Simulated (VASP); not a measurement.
# Ni (Fm-3m) in VASP: a series of runs

The runs below take Ni through single point, with PBE.

All numbers are computed with VASP 6.6.1; they aren't measurements. Logs are shortened: lines on timing, memory, paths and dates and some standing lists are left out, and cuts for length are marked.

## (1) The cell of the first run

It takes space group Fm-3m (No. 225, cubic). Conventional cell: a = 3.615 Å, b = 3.615 Å, c = 3.615 Å, α = 90.00°, β = 90.00°, γ = 90.00°. Within 3.4 Å of Ni (site symmetry m-3m) lie 12 Ni at 2.56 Å.

## (2) Single point, PBE, collinear spin

Contents of INCAR:

```
SYSTEM = Ni
  ALGO = Normal
  EDIFF = 1E-6
  ENCUT = 520
  GGA = PE
  ISIF = 2
  ISMEAR = -1
  ISPIN = 2
  LASPH = .True.
  LCHARG = .True.
  LELF = .True.
  LMAXMIX = 4
  LORBIT = 11
  LREAL = .False.
  LVHAR = .True.
  LWAVE = .False.
  MAGMOM = 0.06 0.06
  NBANDS = 21
  NELM = 150
  PREC = Accurate
  SIGMA = 0.1
```

Contents of KPOINTS:

```
k-points
0
Gamma
  14 14 7
  0 0 0
```

Contents of POSCAR:

```
Ni
1.0
    0.0000000000      1.8075000000      1.8075000000
    1.8075000000      0.0000000000      1.8075000000
    3.6150000000      3.6150000000      0.0000000000
Ni
2
Direct
    0.0000000000      0.0000000000      0.0000000000
    0.0000000000      0.0000000000      0.5000000000
```

Potentials or basis: VASP PAW PBE potentials, release 64 (Ni).

The run is started by

```sh
$ cat potpaw_PBE.64/Ni/POTCAR > POTCAR
$ mpirun -np 1 vasp_std > vasp.out
```

OUTCAR:

```text
SYSTEM = Ni
   EDIFF = 1E-6
   ENCUT = 520
   GGA = PE
   ISIF = 2
   ISMEAR = -1
   ISPIN = 2
   LASPH = .True.
   LORBIT = 11
   LREAL = .False.
   NELM = 150
   PREC = Accurate

 ion  position               nearest neighbor table
   1  0.000  0.000  0.000-   2 2.56   2 2.56   2 2.56   2 2.56   2 2.56   2 2.56
   2  0.000  0.000  0.500-   1 2.56   1 2.56   1 2.56   1 2.56   1 2.56   1 2.56

  LATTYP: Found a trigonal (rhomboedric) cell.
 ALAT       =     4.4274527101
 COS(alpha) =     0.8333333333

  Lattice vectors:

 A1 = (   3.6150000000,   1.8075000000,  -1.8075000000)
 A2 = (   1.8075000000,   1.8075000000,  -3.6150000000)
 A3 = (   1.8075000000,   3.6150000000,  -1.8075000000)

Analysis of symmetry for initial positions (statically):
=====================================================================
 Subroutine PRICEL returns following result:

  LATTYP: Found a face centered cubic cell.
 ALAT       =     3.6150000000
[... 12 lines left out ...]
 Subroutine GETGRP returns: Found 12 space group operations
 (whereof 12 operations were pure point group operations)
 out of a pool of 12 trial point group operations.

The static configuration has the point symmetry D_3d.

Analysis of symmetry for dynamics (positions and initial velocities):
=====================================================================
 Subroutine PRICEL returns following result:

  LATTYP: Found a face centered cubic cell.
 ALAT       =     3.6150000000
[... 12 lines left out ...]
 Subroutine GETGRP returns: Found 12 space group operations
 (whereof 12 operations were pure point group operations)
 out of a pool of 12 trial point group operations.

The dynamic configuration has the point symmetry D_3d.

Analysis of structural, dynamic, and magnetic symmetry:
=====================================================================
 Subroutine PRICEL returns following result:

  LATTYP: Found a face centered cubic cell.
 ALAT       =     3.6150000000
[... 12 lines left out ...]
 Subroutine GETGRP returns: Found 12 space group operations
 (whereof 12 operations were pure point group operations)
 out of a pool of 12 trial point group operations.

The overall configuration has the point symmetry D_3d.

 Subroutine INISYM returns: Found 12 space group operations
 (whereof 12 operations are pure point group operations),
 and found     2 'primitive' translations

----------------------------------------------------------------------------------------

                                     Primitive cell

  volume of cell :      11.8104

  direct lattice vectors                    reciprocal lattice vectors
     0.000000000  1.807500000  1.807500000    -0.276625173  0.276625173  0.276625173
     1.807500000  0.000000000  1.807500000     0.276625173 -0.276625173  0.276625173
     1.807500000  1.807500000  0.000000000     0.276625173  0.276625173 -0.276625173

  length of vectors
     2.556191014  2.556191014  2.556191014     0.479128854  0.479128854  0.479128854

  position of ions in fractional coordinates (direct lattice)
     0.000000000  0.000000000  0.000000000

  ion indices of the primitive-cell ions
   primitive index   ion index
                 1           1

----------------------------------------------------------------------------------------

 KPOINTS: k-points

Automatic generation of k-mesh.
 Grid dimensions read from file:
 generate k-points for:   14   14    7

 Generating k-lattice:

  Cartesian coordinates                     Fractional coordinates (reciprocal lattice)
    -0.019758941  0.019758941  0.019758941     0.071428571  0.000000000  0.000000000
     0.019758941 -0.019758941  0.019758941     0.000000000  0.071428571  0.000000000
     0.019758941  0.019758941 -0.019758941     0.000000000  0.000000000  0.142857143

  Length of vectors
     0.034223490  0.034223490  0.034223490

  Shift w.r.t. Gamma in fractional coordinates (k-lattice)
     0.000000000  0.000000000  0.000000000

 -----------------------------------------------------------------------------
|                                                                             |
|           W    W    AA    RRRRR   N    N  II  N    N   GGGG   !!!           |
[... 12 lines left out ...]
|     Results are often still useful ...                                      |
|                                                                             |
 -----------------------------------------------------------------------------

 Subroutine IBZKPT returns following result:
 ===========================================

 Found    144 irreducible k-points:

 Following reciprocal coordinates:
            Coordinates               Weight
  0.000000  0.000000  0.000000      1.000000
  0.071429  0.000000  0.000000      6.000000
  0.142857  0.000000  0.000000      6.000000
  0.214286  0.000000  0.000000      6.000000
  0.285714  0.000000  0.000000      6.000000
  0.357143  0.000000  0.000000      6.000000
[... 16 lines left out ...]
  0.214286  0.142857  0.000000     12.000000
  0.285714  0.142857  0.000000     12.000000
 [... further k-points ...]
   k-points           NKPTS =    144   k-points in BZ     NKDIM =    144   number of bands    NBANDS=     21
   number of dos      NEDOS =    301   number of ions     NIONS =      2
   total plane-waves  NPLWV =  16000
   dimension x,y,z NGX =    20 NGY =   20 NGZ =   40
   dimension x,y,z NGXF=    40 NGYF=   40 NGZF=   80
   ions per type =               2
   NGX,Y,Z   is equivalent  to a cutoff of  13.01, 13.01, 13.01 a.u.
   NGXF,Y,Z  is equivalent  to a cutoff of  26.01, 26.01, 26.01 a.u.
 SYSTEM =  Ni
   PREC   = accura    normal or accurate (medium, high low for compatibility)
   ISTART =      0    job   : 0-new  1-cont  2-samecut
   ICHARG =      2    charge: 1-file 2-atom 10-const
   ISPIN  =      2    spin polarized calculation?
   LNONCOLLINEAR =      F non collinear calculations
   LSORBIT =      F    spin-orbit coupling
   LASPH  =      T    aspherical Exc in radial PAW
   ENCUT  =  520.0 eV  38.22 Ry    6.18 a.u.   4.75  4.75  9.51*2*pi/ulx,y,z
   NELM   =    150;   NELMIN=  2; NELMDL= -5     # of ELM steps
   EDIFF  = 0.1E-05   stopping-criterion for ELM
   LREAL  =      F    real-space projection
[... 7 lines left out ...]
   TEBEG  =    0.0;   TEEND  =   0.0 temperature during run
   PSTRESS=    0.0 pullay stress
   NELECT =      20.0000    total number of electrons
   NUPDOWN=      -1.0000    fix difference up-down
   EMIN   =  10.00;   EMAX   =-10.00  energy-range for DOS
   EFERMI =   0.00;   METHOD = LEGACY
   ISMEAR =    -1;   SIGMA  =   0.10  broadening in eV -4-tet -1-fermi 0-gaus
   EFERMI_NEDOS =   21; number of points for ismear=-14 and -15
   IALGO  =     38    algorithm
   IMIX   =      4    mixing-type and parameters
     AMIX     =   0.40;   BMIX     =  1.00
     AMIX_MAG =   1.60;   BMIX_MAG =  1.00
  volume/ion in A,a.u.               =      11.81        79.70
  Fermi-wavevector in a.u.,A,eV,Ry     =   1.548769  2.926748 32.636078  2.398684
  Thomas-Fermi vector in A             =   2.653671
   LORBIT       =     11    0 simple, 1 ext, 2 COOP (PROOUT), +10 PAW based schemes
   GGA     = PE    functional components
   LHFCALC =     F    Hartree Fock is set to
   AEXX    =    0.0000 exact exchange contribution
   IVDW    =     0    specifies the selected vdW correction
   LEPSILON=     F    determine dielectric tensor
   LRPA    =     F    only Hartree local field effects (RPA)
 spin polarized calculation
  energy-cutoff  :      520.00
  volume of cell :       23.62
 maximum number of plane-waves:       663
   NGX =  9   NGY =  9   NGZ = 19

 number of electron      19.9999978 magnetization       0.0081049

 number of electron      19.9999978 magnetization      -0.0005236

 Free energy of the ion-electron system (eV)
  ---------------------------------------------------
  ext. energy  EPLUGINS =         0.00000000
  ---------------------------------------------------
  free energy    TOTEN  =       -10.84456252 eV

  energy without entropy =      -10.65559582  energy(sigma->0) =      -10.75007917

 E-fermi :   8.0852     XC(G=0): -12.7769

 val. band max:        8.0850022166   @ k =  -0.2143   0.3571   0.1429
 cond. band min:       8.0853489738   @ k =  -0.2143   0.2143   0.1429
 fundamental gap:      0.0003467572
 Fermi energy:         8.0852009674

 spin component 1

 k-point     1 :       0.0000    0.0000    0.0000
  band No.  band energies     occupation
      1      -0.2088      1.00000
      2       4.0919      1.00000
      3       6.3884      1.00000
      4       6.3884      1.00000
      5       6.4275      1.00000
      6       6.4275      1.00000
[... 565 lines left out ...]
     20      33.6910      0.00000
     21      36.0389      0.00000

 [... further k-points ...]

 spin component 2

 k-point     1 :       0.0000    0.0000    0.0000
  band No.  band energies     occupation
      1      -0.2088      1.00000
      2       4.0917      1.00000
      3       6.3882      1.00000
      4       6.3882      1.00000
      5       6.4272      1.00000
      6       6.4272      1.00000
[... 565 lines left out ...]
     20      33.6909      0.00000
     21      36.0388      0.00000

 [... further k-points ...]

------------------------ aborting loop because EDIFF is reached ----------------------------------------

  FORCE on cell =-STRESS in cart. coord.  units (eV):
  Direction    XX          YY          ZZ          XY          YZ          ZX
  --------------------------------------------------------------------------------------
  -------------------------------------------------------------------------------------
  Total       -1.9907016     -1.9907016     -1.9907016     -0.0000037      0.0000037      0.0000037
  in kB     -135.0273822   -135.0273822   -135.0273822     -0.0002488      0.0002488      0.0002488
  external PRESSURE =    -135.0273822 kB  Pullay stress =       0.0000000 kB

 VOLUME and BASIS-vectors are now :
 -----------------------------------------------------------------------------
  energy-cutoff  :      520.00
  volume of cell :       23.62
      direct lattice vectors                 reciprocal lattice vectors
     0.000000000  1.807500000  1.807500000    -0.276625173  0.276625173  0.276625173
     1.807500000  0.000000000  1.807500000     0.276625173 -0.276625173  0.276625173
     3.615000000  3.615000000  0.000000000     0.138312586  0.138312586 -0.138312586

 POSITION                                       TOTAL-FORCE (eV/Angst)
 -----------------------------------------------------------------------------------
      0.00000      0.00000      0.00000         0.000000      0.000000      0.000000
      1.80750      1.80750      0.00000        -0.000000     -0.000000     -0.000000
 -----------------------------------------------------------------------------------
    total drift:                               -0.000000     -0.000000     -0.000000

  FREE ENERGIE OF THE ION-ELECTRON SYSTEM (eV)
  ---------------------------------------------------
  free  energy   TOTEN  =       -10.8445625166 eV

  energy  without entropy=      -10.6555958246  energy(sigma->0) =      -10.75007917

 total charge

# of ion       s       p       d       tot
------------------------------------------
    1        0.461   0.425   8.292   9.179
    2        0.461   0.425   8.292   9.179
--------------------------------------------------
tot          0.923   0.850  16.585  18.358

 magnetization (x)

# of ion       s       p       d       tot
------------------------------------------
    1        0.000   0.000  -0.000  -0.000
    2        0.000   0.000  -0.000  -0.000
--------------------------------------------------
tot          0.000   0.000  -0.001  -0.001
```

Run time: 4.7 min. Hardware: 1 thread of AMD EPYC 7R13, shared host; peak memory 0.2 GiB.

What came out:

```yaml
Free_energy: -10.8446 eV
Pressure: -13.5 GPa
Band_gap_on_the_k_mesh: zero (filled and empty bands overlap)
Net_moment: 0.00 μB per cell
Valence_electrons_inside_the_program's_atomic_spheres: Ni 9.18
```

Levels at points of the mesh, in eV from the Fermi level:
Spin up:
| k point | band 8 | band 9 | band 10 | band 11 | band 12 | band 13 |
| --- | --- | --- | --- | --- | --- | --- |
| (0.00, 0.00, 0.00) | -0.69 | -0.69 | -0.04 | -0.04 | 0.00 | 5.50 |
| (0.50, 0.00, 0.00) | -0.04 | 0.00 | 0.12 | 0.12 | 2.56 | 5.50 |
Spin down:
```
           k point  band 8  band 9  band 10  band 11  band 12  band 13
(0.00, 0.00, 0.00)   -0.69   -0.69    -0.04    -0.04     0.00     5.50
(0.50, 0.00, 0.00)   -0.04    0.00     0.12     0.12     2.56     5.50
```

Caveat: the cell stands under tension.

## (3) Single point, PBE, collinear spin, antiferromagnetic start

Contents of INCAR:

```
SYSTEM = Ni
ALGO     = Normal         ! electronic algorithm
EDIFF    = 1E-6           ! SCF threshold, eV
ENCUT    = 520            ! plane-wave cutoff, eV
GGA      = PE             ! functional
ISIF     = 2              ! what is computed and relaxed
ISMEAR   = -1             ! smearing method
ISPIN    = 2              ! spin polarisation
LASPH    = .TRUE.         ! aspherical terms in the spheres
LCHARG   = .TRUE.         ! write CHGCAR
LELF     = .TRUE.         ! ELF
LMAXMIX  = 4              ! l up to which the mixer works
LORBIT   = 11             ! projections on sites
LREAL    = .FALSE.        ! projectors in reciprocal space
LVHAR    = .TRUE.       
LWAVE    = .FALSE.        ! write WAVECAR
MAGMOM   = 2.8 -2.8       ! initial moments
NBANDS   = 21             ! bands
NELM     = 150            ! most SCF steps
PREC     = Accurate       ! precision mode
SIGMA    = 0.1            ! smearing width, eV
```

Contents of KPOINTS:

```
k-points
0
G
  14 14 7
  0 0 0
```

POSCAR is that of step 2.

Potentials or basis: VASP PAW PBE potentials, release 64 (Ni).

The run is started by

```sh
$ cat potpaw_PBE.64/Ni/POTCAR > POTCAR
$ mpirun -np 1 vasp_std > vasp.out
```

It took 6.1 min on 1 thread of AMD EPYC 7R13, shared host; peak memory 0.2 GiB.

The run converged. Its results:

```
Free energy                                           : -10.8446 eV
Pressure                                              : -13.5 GPa
Band gap on the k mesh                                : zero (filled and empty bands overlap)
Net moment                                            : 0.00 μB per cell
Valence electrons inside the program's atomic spheres : Ni 9.18
```

Levels at points of the mesh, in eV from the Fermi level:
Spin up:
| k point | band 7 | band 8 | band 9 | band 10 | band 11 | band 12 | band 13 | band 14 |
| --- | --- | --- | --- | --- | --- | --- | --- | --- |
| (0.00, 0.00, 0.00) | -1.66 | -0.69 | -0.69 | -0.04 | -0.04 | 0.00 | 5.50 | 21.65 |
| (0.50, 0.00, 0.00) | -0.04 | -0.04 | 0.00 | 0.12 | 0.12 | 2.56 | 5.50 | 8.81 |
Spin down:
| k point | band 7 | band 8 | band 9 | band 10 | band 11 | band 12 | band 13 | band 14 |
| --- | --- | --- | --- | --- | --- | --- | --- | --- |
| (0.00, 0.00, 0.00) | -1.66 | -0.69 | -0.69 | -0.04 | -0.04 | 0.00 | 5.50 | 21.65 |
| (0.50, 0.00, 0.00) | -0.04 | -0.04 | 0.00 | 0.12 | 0.12 | 2.56 | 5.50 | 8.81 |

Caveat: the cell stands under tension; the moments typed at the start vanished in this run.

## (4) Single point, PBE, collinear spin

Contents of INCAR:

```
SYSTEM = Ni
PREC = Accurate ; ENCUT = 520
EDIFF = 1E-6 ; ISMEAR = -1
SIGMA = 0.1 ; LREAL = .False.
LASPH = .True. ; NELM = 150
ALGO = Normal ; ISIF = 2
LWAVE = .False. ; LCHARG = .False.
ISPIN = 2 ; MAGMOM = 0 2
LORBIT = 11 ; LMAXMIX = 4
GGA = PE ; NBANDS = 21
```

Contents of KPOINTS:

```
regular mesh
0
Gamma
  14 14 7
  0 0 0
```

POSCAR is that of step 3.

Potentials or basis: VASP PAW PBE potentials, release 64 (Ni).

The run is started by

```sh
$ cat potpaw_PBE.64/Ni/POTCAR > POTCAR
$ mpirun -np 1 vasp_std > vasp.out
```

OUTCAR:

```text
SYSTEM = Ni
   PREC = Accurate
   ENCUT = 520
   EDIFF = 1E-6
   ISMEAR = -1
   LREAL = .False.
   LASPH = .True.
   NELM = 150
   ISIF = 2
   ISPIN = 2
   LORBIT = 11
   GGA = PE

 ion  position               nearest neighbor table
   1  0.000  0.000  0.000-   2 2.56   2 2.56   2 2.56   2 2.56   2 2.56   2 2.56
   2  0.000  0.000  0.500-   1 2.56   1 2.56   1 2.56   1 2.56   1 2.56   1 2.56

  LATTYP: Found a trigonal (rhomboedric) cell.
 ALAT       =     4.4274527101
 COS(alpha) =     0.8333333333

  Lattice vectors:

 A1 = (   3.6150000000,   1.8075000000,  -1.8075000000)
 A2 = (   1.8075000000,   1.8075000000,  -3.6150000000)
[... 1405 lines left out ...]
 VOLUME and BASIS-vectors are now :
 -----------------------------------------------------------------------------
  energy-cutoff  :      520.00
  volume of cell :       23.62
      direct lattice vectors                 reciprocal lattice vectors
     0.000000000  1.807500000  1.807500000    -0.276625173  0.276625173  0.276625173
     1.807500000  0.000000000  1.807500000     0.276625173 -0.276625173  0.276625173
     3.615000000  3.615000000  0.000000000     0.138312586  0.138312586 -0.138312586

 POSITION                                       TOTAL-FORCE (eV/Angst)
 -----------------------------------------------------------------------------------
      0.00000      0.00000      0.00000         0.000000      0.000000     -0.000000
      1.80750      1.80750      0.00000         0.000000      0.000000      0.000000
 -----------------------------------------------------------------------------------
    total drift:                               -0.000000     -0.000000     -0.000000

  FREE ENERGIE OF THE ION-ELECTRON SYSTEM (eV)
  ---------------------------------------------------
  free  energy   TOTEN  =       -10.9170708068 eV

  energy  without entropy=      -10.7958068319  energy(sigma->0) =      -10.85643882

 total charge

# of ion       s       p       d       tot
------------------------------------------
    1        0.465   0.430   8.281   9.176
    2        0.465   0.430   8.282   9.176
--------------------------------------------------
tot          0.930   0.859  16.563  18.352

 magnetization (x)

# of ion       s       p       d       tot
------------------------------------------
    1       -0.006  -0.024   0.689   0.659
    2       -0.006  -0.024   0.689   0.659
--------------------------------------------------
tot         -0.013  -0.048   1.378   1.318
```

stdout:

```text
POSCAR found type information on POSCAR Ni
 POSCAR found :  1 types and       2 ions
 scaLAPACK will be used
 LDA part: xc-table for (Slater+PW92), standard interpolation
 -----------------------------------------------------------------------------
|                                                                             |
|           W    W    AA    RRRRR   N    N  II  N    N   GGGG   !!!           |
|           W    W   A  A   R    R  NN   N  II  NN   N  G    G  !!!           |
|           W    W  A    A  R    R  N N  N  II  N N  N  G       !!!           |
|           W WW W  AAAAAA  RRRRR   N  N N  II  N  N N  G  GGG   !            |
|           WW  WW  A    A  R   R   N   NN  II  N   NN  G    G                |
|           W    W  A    A  R    R  N    N  II  N    N   GGGG   !!!           |
|                                                                             |
|     Your reciprocal lattice and k-lattice belong to different lattice       |
|     classes:                                                                |
|                                                                             |
|        The reciprocal lattice is rhombohedral (trigonal),                   |
|        whereas your k-lattice is body-centered cubic.                       |
|                                                                             |
|     Results are often still useful ...                                      |
|                                                                             |
 -----------------------------------------------------------------------------

 POSCAR, INCAR and KPOINTS ok, starting setup
 FFT: planning ... GRIDC
 FFT: planning ... GRID_SOFT
 FFT: planning ... GRID
 WAVECAR not read
 entering main loop
```

It took 5.3 min on 1 thread of AMD EPYC 7R13, shared host; peak memory 0.2 GiB.

What came out:

| Quantity | Value |
| --- | --- |
| Free energy | -10.9171 eV |
| Pressure | -12.6 GPa |
| Net moment | 1.28 μB per cell |
| Site moments | Ni +0.66 μB |
| Valence electrons inside the program's atomic spheres | Ni 9.18 |

Caveat: the cell stands under tension.
